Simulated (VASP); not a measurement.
**HfN: relaxation of cell and atoms with PBE**

HfN:

```
Hf N
1.0
     3.43321    0.00000    0.00000
    -1.71660    2.97324    0.00000
     0.00000    0.00000    3.96982
Hf N
1 1
Direct
  0.00000 0.00000 0.50000
  0.00000 0.00000 0.00000
```

| Quantity | Value |
| --- | --- |
| Program | VASP 6.6.1 |
| Task | relaxation of cell and atoms |
| Functional | PBE |
| Potentials or basis | VASP PAW PBE potentials, release 64 (Hf_pv, N) |
| Cutoff | 600 eV |
| k mesh | 9 × 9 × 7 |
| Occupations | fermi-dirac, width 0.05 eV |
| Spin | no spin polarisation |
| Target pressure | 20 GPa |
| Dipole correction | no |
| Further INCAR settings | ALGO = Normal; EDIFF = 1e-06; IBRION = 2; EDIFFG = -0.01; NSW = 60; ISIF = 3 |

The relaxed volume is 15.72 Å³/atom and the relaxed cell is a = 3.024 Å, b = 3.024 Å, c = 3.970 Å, α = 90.00°, β = 90.00°, γ = 120.00°. The space group after relaxing (to 0.05 Å) is P6/mmm (No. 191), the energy change on relaxing (the enthalpy is what falls) is +230.0 meV/atom and the ionic steps are 15. The pressure after relaxing is 20.0 GPa.

The path:
| step | energy change (eV) | largest force (eV/Å) | pressure (GPa) | volume (Å³) |
| --- | --- | --- | --- | --- |
| 1 | 0.0000 | 0.0000 | 0.42 | 40.52 |
| 2 | 2.2306 | 0.0000 | 68.24 | 27.66 |
| 3 | 0.2954 | 0.0000 | 19.51 | 35.43 |
| 4 | 0.8900 | 0.0000 | 29.92 | 28.79 |
| 5 | 0.5227 | 0.0000 | 23.96 | 31.02 |
| 6 | 0.3130 | 0.0000 | 11.57 | 32.96 |
| 7 | 0.4381 | 0.0000 | 19.77 | 31.62 |
| 8 | 0.4396 | 0.0000 | 19.86 | 31.61 |
| 9 | 0.4557 | 0.0000 | 19.93 | 31.47 |
| 10 | 0.4589 | 0.0000 | 19.88 | 31.45 |
| 11 | 0.4655 | 0.0000 | 19.95 | 31.40 |
| 12 | 0.4606 | 0.0000 | 20.03 | 31.43 |
| 13 | 0.4595 | 0.0000 | 19.96 | 31.44 |
| 14 | 0.4610 | 0.0000 | 20.08 | 31.43 |
| 15 | 0.4600 | 0.0000 | 20.00 | 31.44 |

Final structure:
```
Hf N
1.0
     3.02409    0.00000    0.00000
    -1.51204    2.61893    0.00000
     0.00000    0.00000    3.96971
Hf N
1 1
Cartesian
  0.0000 0.0000 1.9849
  0.0000 0.0000 0.0000
```

Levels at points of the mesh, in eV from the Fermi level:
| k point | band 3 | band 4 | band 5 | band 6 | band 7 | band 8 | band 9 | band 10 | band 11 |
| --- | --- | --- | --- | --- | --- | --- | --- | --- | --- |
| (0.00, 0.00, 0.00) | -29.45 | -13.95 | -4.26 | -0.39 | 0.96 | 0.96 | 2.11 | 2.11 | 5.66 |

It took 3.4 min on 1 thread of Intel Xeon 6975P-C (shared host), peak memory 0.2 GiB.

Caveat: the cell is relaxed towards a set pressure, so the enthalpy falls and the energy may rise; the volume moved by over 15 % at a fixed basis, so the end points are rough; spin-orbit coupling is left out, which moves the levels of the heavy elements.
